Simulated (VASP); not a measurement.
# ScAl3 (Pm-3m) in VASP: further runs

Aim: see how the results for ScAl3 move with the level of theory and the settings. Levels: BLYP, revPBE, RPBE. Tasks: single point.

Program: VASP 6.6.1. These are calculated values, not measurements. Logs are shortened: lines on timing, memory, paths and dates and some standing lists are left out, and cuts for length are marked.

### Step 1. The cell of the first run

Symmetry: Pm-3m, No. 221, cubic system. The conventional cell has a = 4.088 Å, b = 4.088 Å, c = 4.088 Å, α = 90.00°, β = 90.00°, γ = 90.00°. Within 3.8 Å of Sc (site symmetry m-3m) lie 12 Al at 2.89 Å. Within 3.8 Å of Al (site symmetry 4/mmm) lie 4 Sc at 2.89 Å and 8 Al at 2.89 Å.

### Step 2. Single point, BLYP

The input, INCAR:

```
AGGAC = 1.0 ; AGGAX = 1.0
ALDAC = 0.0 ; ALDAX = 1.0
ALGO = Normal ; EDIFF = 1E-6
ENCUT = 520 ; GGA = B5
ISIF = 2 ; ISMEAR = -1
LASPH = True ; LCHARG = False
LREAL = False ; LWAVE = False
NBANDS = 18 ; NELM = 100
PREC = Accurate ; SIGMA = 0.1
```

The input, KPOINTS:

```
k-points
0
Gamma
  6 6 6
```

The input, POSCAR:

```
ScAl3
1.0
    4.0878070000      0.0000000000      0.0000000000
    0.0000000000      4.0878070000      0.0000000000
    0.0000000000      0.0000000000      4.0878070000
Sc Al
1 3
Direct
    0.0000000000      0.0000000000      0.0000000000
    0.5000000000      0.0000000000      0.5000000000
    0.0000000000      0.5000000000      0.5000000000
    0.5000000000      0.5000000000      0.0000000000
```

Potentials or basis: VASP PAW PBE potentials, release 64 (Sc_sv, Al).

Run with:

```
$ cat potpaw_PBE.64/Sc_sv/POTCAR potpaw_PBE.64/Al/POTCAR > POTCAR
$ mpirun -np 1 vasp_std > vasp.out
```

OUTCAR:

```text
EDIFF = 1E-6
   ENCUT = 520
   GGA = B5
   ISIF = 2
   ISMEAR = -1
   LASPH = True
   LREAL = False
   NELM = 100
   PREC = Accurate

 ion  position               nearest neighbor table
   1  0.000  0.000  0.000-   2 2.89   3 2.89   4 2.89   2 2.89   3 2.89   3 2.89   4 2.89   3 2.89
                             2 2.89   4 2.89   2 2.89   4 2.89
   2  0.500  0.000  0.500-   1 2.89   3 2.89   4 2.89   1 2.89   4 2.89   3 2.89   4 2.89   4 2.89
                             1 2.89   3 2.89   1 2.89   3 2.89
   3  0.000  0.500  0.500-   1 2.89   2 2.89   4 2.89   1 2.89   4 2.89   1 2.89   2 2.89   1 2.89
                             2 2.89   4 2.89   4 2.89   2 2.89
   4  0.500  0.500  0.000-   1 2.89   2 2.89   3 2.89   2 2.89   3 2.89   1 2.89   2 2.89   2 2.89
                             1 2.89   3 2.89   3 2.89   1 2.89

  LATTYP: Found a simple cubic cell.
 ALAT       =     4.0878070000

  Lattice vectors:

 A1 = (   4.0878070000,   0.0000000000,   0.0000000000)
 A2 = (   0.0000000000,   4.0878070000,   0.0000000000)
 A3 = (   0.0000000000,   0.0000000000,   4.0878070000)

Analysis of symmetry for initial positions (statically):
=====================================================================
 Subroutine PRICEL returns:
 Original cell was already a primitive cell.

 Routine SETGRP: Setting up the symmetry group for a
 simple cubic supercell.

 Subroutine GETGRP returns: Found 48 space group operations
 (whereof 48 operations were pure point group operations)
 out of a pool of 48 trial point group operations.

The static configuration has the point symmetry O_h .

Analysis of symmetry for dynamics (positions and initial velocities):
=====================================================================
 Subroutine PRICEL returns:
 Original cell was already a primitive cell.

 Routine SETGRP: Setting up the symmetry group for a
 simple cubic supercell.

 Subroutine GETGRP returns: Found 48 space group operations
 (whereof 48 operations were pure point group operations)
 out of a pool of 48 trial point group operations.

The dynamic configuration has the point symmetry O_h .

 Subroutine INISYM returns: Found 48 space group operations
 (whereof 48 operations are pure point group operations),
 and found     1 'primitive' translations

----------------------------------------------------------------------------------------

                                     Primitive cell

  volume of cell :      68.3079

  direct lattice vectors                    reciprocal lattice vectors
     4.087807000  0.000000000  0.000000000     0.244629945  0.000000000  0.000000000
     0.000000000  4.087807000  0.000000000     0.000000000  0.244629945  0.000000000
     0.000000000  0.000000000  4.087807000     0.000000000  0.000000000  0.244629945

  length of vectors
     4.087807000  4.087807000  4.087807000     0.244629945  0.244629945  0.244629945

  position of ions in fractional coordinates (direct lattice)
     0.000000000  0.000000000  0.000000000
     0.500000000  0.000000000  0.500000000
     0.000000000  0.500000000  0.500000000
     0.500000000  0.500000000  0.000000000

  ion indices of the primitive-cell ions
   primitive index   ion index
                 1           1
                 2           2
                 3           3
                 4           4

----------------------------------------------------------------------------------------

 KPOINTS: k-points

Automatic generation of k-mesh.
 Grid dimensions read from file:
 generate k-points for:    6    6    6

 Generating k-lattice:

  Cartesian coordinates                     Fractional coordinates (reciprocal lattice)
     0.040771657  0.000000000  0.000000000     0.166666667  0.000000000  0.000000000
     0.000000000  0.040771657  0.000000000     0.000000000  0.166666667  0.000000000
     0.000000000  0.000000000  0.040771657     0.000000000  0.000000000  0.166666667

  Length of vectors
     0.040771657  0.040771657  0.040771657

  Shift w.r.t. Gamma in fractional coordinates (k-lattice)
     0.000000000  0.000000000  0.000000000

 Subroutine IBZKPT returns following result:
 ===========================================

 Found     20 irreducible k-points:

 Following reciprocal coordinates:
            Coordinates               Weight
  0.000000  0.000000  0.000000      1.000000
  0.166667  0.000000  0.000000      6.000000
  0.333333  0.000000  0.000000      6.000000
  0.500000  0.000000  0.000000      3.000000
  0.166667  0.166667  0.000000     12.000000
  0.333333  0.166667  0.000000     24.000000
[... 12 lines left out ...]
  0.500000  0.500000  0.333333      6.000000
  0.500000  0.500000  0.500000      1.000000
   k-points           NKPTS =     20   k-points in BZ     NKDIM =     20   number of bands    NBANDS=     18
   number of dos      NEDOS =    301   number of ions     NIONS =      4
   total plane-waves  NPLWV =  27000
   dimension x,y,z NGX =    30 NGY =   30 NGZ =   30
   dimension x,y,z NGXF=    60 NGYF=   60 NGZF=   60
   ions per type =               1   3
   NGX,Y,Z   is equivalent  to a cutoff of  12.20, 12.20, 12.20 a.u.
   NGXF,Y,Z  is equivalent  to a cutoff of  24.40, 24.40, 24.40 a.u.
 SYSTEM =  unknown system
   PREC   = accura    normal or accurate (medium, high low for compatibility)
   ISTART =      0    job   : 0-new  1-cont  2-samecut
   ICHARG =      2    charge: 1-file 2-atom 10-const
   ISPIN  =      1    spin polarized calculation?
   LNONCOLLINEAR =      F non collinear calculations
   LSORBIT =      F    spin-orbit coupling
   LASPH  =      T    aspherical Exc in radial PAW
   ENCUT  =  520.0 eV  38.22 Ry    6.18 a.u.   7.60  7.60  7.60*2*pi/ulx,y,z
   NELM   =    100;   NELMIN=  2; NELMDL= -5     # of ELM steps
   EDIFF  = 0.1E-05   stopping-criterion for ELM
   LREAL  =      F    real-space projection
   EDIFFG = 0.1E-04   stopping-criterion for IOM
   NSW    =      0    number of steps for IOM
   IBRION =     -1    ionic relax: 0-MD 1-quasi-New 2-CG
   NFREE  =      0    steps in history (QN), initial steepest desc. (CG)
   ISIF   =      2    stress and relaxation
   ISYM   =      2    0-nonsym 1-usesym 2-fastsym
   POTIM  = 0.5000    time-step for ionic-motion
   TEBEG  =    0.0;   TEEND  =   0.0 temperature during run
   PSTRESS=    0.0 pullay stress
   NELECT =      20.0000    total number of electrons
   NUPDOWN=      -1.0000    fix difference up-down
   EMIN   =  10.00;   EMAX   =-10.00  energy-range for DOS
   EFERMI =   0.00;   METHOD = LEGACY
   ISMEAR =    -1;   SIGMA  =   0.10  broadening in eV -4-tet -1-fermi 0-gaus
   EFERMI_NEDOS =   21; number of points for ismear=-14 and -15
   IALGO  =     38    algorithm
   IMIX   =      4    mixing-type and parameters
     AMIX     =   0.40;   BMIX     =  1.00
     AMIX_MAG =   1.60;   BMIX_MAG =  1.00
  volume/ion in A,a.u.               =      17.08       115.24
  Fermi-wavevector in a.u.,A,eV,Ry     =   1.087079  2.054281 16.078560  1.181741
  Thomas-Fermi vector in A             =   2.223230
   LORBIT       =      0    0 simple, 1 ext, 2 COOP (PROOUT), +10 PAW based schemes
   GGA     = B5    functional components
   LHFCALC =     F    Hartree Fock is set to
   AEXX    =    0.0000 exact exchange contribution
   IVDW    =     0    specifies the selected vdW correction
   LEPSILON=     F    determine dielectric tensor
   LRPA    =     F    only Hartree local field effects (RPA)
 non-spin polarized calculation
  energy-cutoff  :      520.00
  volume of cell :       68.31
 maximum number of plane-waves:      1856
   NGX = 15   NGY = 15   NGZ = 15

 number of electron      19.9999996 magnetization

 Free energy of the ion-electron system (eV)
  ---------------------------------------------------
  ext. energy  EPLUGINS =         0.00000000
  ---------------------------------------------------
  free energy    TOTEN  =       -15.27260267 eV

  energy without entropy =      -15.22118172  energy(sigma->0) =      -15.24689220

 E-fermi :   7.8188     XC(G=0):  -9.8890

 val. band max:        7.4981452065   @ k =   0.3333   0.3333   0.0000
 cond. band min:       7.8322719850   @ k =   0.5000   0.3333   0.1667
 fundamental gap:      0.3341267784
 Fermi energy:         7.8187891558

 k-point     1 :       0.0000    0.0000    0.0000
  band No.  band energies     occupation
      1     -41.1846      2.00000
      2     -20.0226      2.00000
      3     -20.0226      2.00000
      4     -20.0226      2.00000
      5      -2.2598      2.00000
      6       5.1144      2.00000
[... 10 lines left out ...]
     17      12.9443      0.00000
     18      12.9443      0.00000

 k-point     2 :       0.1667    0.0000    0.0000
  band No.  band energies     occupation
      1     -41.1843      2.00000
      2     -20.0304      2.00000
      3     -20.0219      2.00000
      4     -20.0219      2.00000
      5      -2.0058      2.00000
      6       3.5835      2.00000
[... 10 lines left out ...]
     17      12.9686      0.00000
     18      12.9686      0.00000

 k-point     3 :       0.3333    0.0000    0.0000
  band No.  band energies     occupation
      1     -41.1836      2.00000
      2     -20.0461      2.00000
      3     -20.0207      2.00000
      4     -20.0207      2.00000
      5      -1.2698      2.00000
      6       1.7098      2.00000
[... 10 lines left out ...]
     17      12.1286      0.00000
     18      13.3328      0.00000

 k-point     4 :       0.5000    0.0000    0.0000
  band No.  band energies     occupation
      1     -41.1833      2.00000
      2     -20.0539      2.00000
      3     -20.0201      2.00000
      4     -20.0201      2.00000
      5      -0.4025      2.00000
      6       0.4422      2.00000
[... 291 lines left out ...]
      4     -20.0390      2.00000
      5       1.2118      2.00000
      6       2.1515      2.00000
[... 10 lines left out ...]
     17      12.0462      0.00000
     18      14.8784      0.00000

 k-point    19 :       0.5000    0.5000    0.3333
  band No.  band energies     occupation
      1     -41.1812      2.00000
      2     -20.0463      2.00000
      3     -20.0463      2.00000
      4     -20.0384      2.00000
      5       1.9386      2.00000
      6       2.5964      2.00000
[... 10 lines left out ...]
     17      11.6332      0.00000
     18      16.2664      0.00000

 k-point    20 :       0.5000    0.5000    0.5000
  band No.  band energies     occupation
      1     -41.1810      2.00000
      2     -20.0453      2.00000
      3     -20.0453      2.00000
      4     -20.0453      2.00000
      5       2.8721      2.00000
      6       2.8721      2.00000
[... 10 lines left out ...]
     17      11.6002      0.00000
     18      18.4807      0.00000

------------------------ aborting loop because EDIFF is reached ----------------------------------------

  FORCE on cell =-STRESS in cart. coord.  units (eV):
  Direction    XX          YY          ZZ          XY          YZ          ZX
  --------------------------------------------------------------------------------------
  -------------------------------------------------------------------------------------
  Total        1.7252316      1.7252316      1.7252316     -0.0000000      0.0000000      0.0000000
  in kB       40.4656802     40.4656802     40.4656802     -0.0000000      0.0000000      0.0000000
  external PRESSURE =      40.4656802 kB  Pullay stress =       0.0000000 kB

 VOLUME and BASIS-vectors are now :
 -----------------------------------------------------------------------------
  energy-cutoff  :      520.00
  volume of cell :       68.31
      direct lattice vectors                 reciprocal lattice vectors
     4.087807000  0.000000000  0.000000000     0.244629945  0.000000000  0.000000000
     0.000000000  4.087807000  0.000000000     0.000000000  0.244629945  0.000000000
     0.000000000  0.000000000  4.087807000     0.000000000  0.000000000  0.244629945

 POSITION                                       TOTAL-FORCE (eV/Angst)
 -----------------------------------------------------------------------------------
      0.00000      0.00000      0.00000         0.000000      0.000000      0.000000
      2.04390      0.00000      2.04390         0.000000      0.000000      0.000000
      0.00000      2.04390      2.04390         0.000000      0.000000      0.000000
      2.04390      2.04390      0.00000         0.000000      0.000000      0.000000
 -----------------------------------------------------------------------------------
    total drift:                               -0.000000     -0.000000      0.000000

  FREE ENERGIE OF THE ION-ELECTRON SYSTEM (eV)
  ---------------------------------------------------
  free  energy   TOTEN  =       -15.2726026675 eV

  energy  without entropy=      -15.2211817245  energy(sigma->0) =      -15.24689220
```

Run time: 31 s. Hardware: 1 thread of AMD EPYC 7R13 (Zen 3), shared host; peak memory 0.14 GiB.

What came out:

- Free energy: -15.2726 eV
- Pressure: 4.0 GPa
- Band gap on the k mesh: zero (band 10 reaches 8.41 eV, above the bottom of band 11 at 4.86 eV)

Caveat: the PAW data sets were made with another functional, which shifts forces and pressure a little.

(Part 1 of 3 ends here.)
